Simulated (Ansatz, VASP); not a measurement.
**GaO in VASP and in Ansatz**

```xyz
8
Lattice="3.1072 0.0000 0.0000 -1.5536 2.6909 0.0000 0.0000 0.0000 13.4386" Properties=species:S:1:pos:R:3 pbc="T T T"
Ga    0.0000    1.7939    2.1084
Ga    1.5536    0.8970    8.8277
Ga    0.0000    1.7939    4.6109
Ga    1.5536    0.8970   11.3303
O     0.0000    1.7939    8.1044
O     1.5536    0.8970    1.3850
O     0.0000    1.7939   12.0536
O     1.5536    0.8970    5.3343
```

Alike in both runs: functional PBE; k mesh 6 × 6 × 2; occupations gaussian, width 0.1 eV; no spin polarisation.

Ansatz relaxed the structure, and its values are those at the end. VASP's run is a single point on that final structure, the one shown.

|  | VASP | Ansatz |
| --- | --- | --- |
| version | VASP 6.6.1 | Ansatz 0.2.0 |
| potentials or method | VASP PAW PBE potentials, release 64 (Ga_d, O), cutoff 520 eV | scalar-relativistic, plane waves, PAW |
| valence electrons in the cell | 76 | 76 |

|  | VASP | Ansatz | Ansatz less VASP |
| --- | --- | --- | --- |
| gap on the k mesh at the Fermi level (eV) | 1.09 | 1.11 | +0.020 |
| least direct gap on the mesh (eV) | 1.18 | 1.19 | +0.017 |
| pressure (GPa) | 0.7 | 0.3 | -0.46 |
| rms of the force components (eV/Å) | 0.027 | 0.001 | -0.0265 |
